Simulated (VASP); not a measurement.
Set up this calculation in VASP 6.6.1, as the native input.

```yaml
Task: relaxation of shape and atoms at fixed volume
Functional: PBE
Potentials_or_basis: VASP PAW PBE potentials, release 64 (Si, C)
Cutoff: 600 eV
k_mesh: 6 × 6 × 6
Occupations: gaussian, width 0.02 eV
Spin: no spin polarisation
Dipole_correction: no
Further_INCAR_settings: ALGO = Normal; EDIFF = 1e-06; IBRION = 2; EDIFFG = -0.01; NSW = 50; ISIF = 4
```

The structure of Si6C lies in POSCAR:

```
Si6C
1.0
    4.8969265466      2.8272418599      3.0262134000
   -4.8969265466      2.8272418599      3.0262134000
    0.0000000000     -5.6544837198      3.0262133999
Si C
12 2
Direct
    0.3878472679      0.1377050230      0.0129281245
    0.6121527321      0.8622949770      0.9870718755
    0.6161008187      0.7393647737      0.3200416283
    0.3838991813      0.2606352263      0.6799583717
    0.0129281245      0.3878472679      0.1377050230
    0.9870718755      0.6121527321      0.8622949770
    0.3200416283      0.6161008187      0.7393647737
    0.6799583717      0.3838991813      0.2606352263
    0.1377050230      0.0129281245      0.3878472679
    0.8622949770      0.9870718755      0.6121527321
    0.2606352263      0.6799583717      0.3838991813
    0.7393647737      0.3200416283      0.6161008187
    0.9110460441      0.9110460441      0.9110460441
    0.0889539559      0.0889539559      0.0889539559
```

The input as run:

INCAR

```
SYSTEM = Si6C
  PREC = Accurate
  ENCUT = 600
  EDIFF = 1E-6
  ISMEAR = 0
  SIGMA = 0.02
  LREAL = .FALSE.
  LASPH = .TRUE.
  NELM = 100
  ALGO = Normal
  ISIF = 4
  LWAVE = .FALSE.
  LCHARG = .FALSE.
  GGA = PE
  IBRION = 2
  NSW = 50
  EDIFFG = -0.01
```

KPOINTS

```
Automatic mesh
0
G
  6 6 6
  0 0 0
```

Potentials or basis: VASP PAW PBE potentials, release 64 (Si, C).

Run with:

```console
$ cat potpaw_PBE.64/Si/POTCAR potpaw_PBE.64/C/POTCAR > POTCAR
$ mpirun -np 1 vasp_std > vasp.out
```

Results of the run:

| Quantity | Value |
| --- | --- |
| Energy gained by relaxing | 0.2 meV/atom |
| Ionic steps | 6 |
| Pressure after relaxing | -5.6 GPa |
| Largest force after relaxing | 0.008 eV/Å |
| Band gap on the k mesh | 0.55 eV (least direct gap 1.21 eV) |

Caveat: semilocal functionals underestimate gaps, and a narrow one can read as zero.

Wall time 36 min on 1 thread of AMD EPYC 9755 128-Core Processor, with other jobs on the host, peak memory 0.58 GiB.
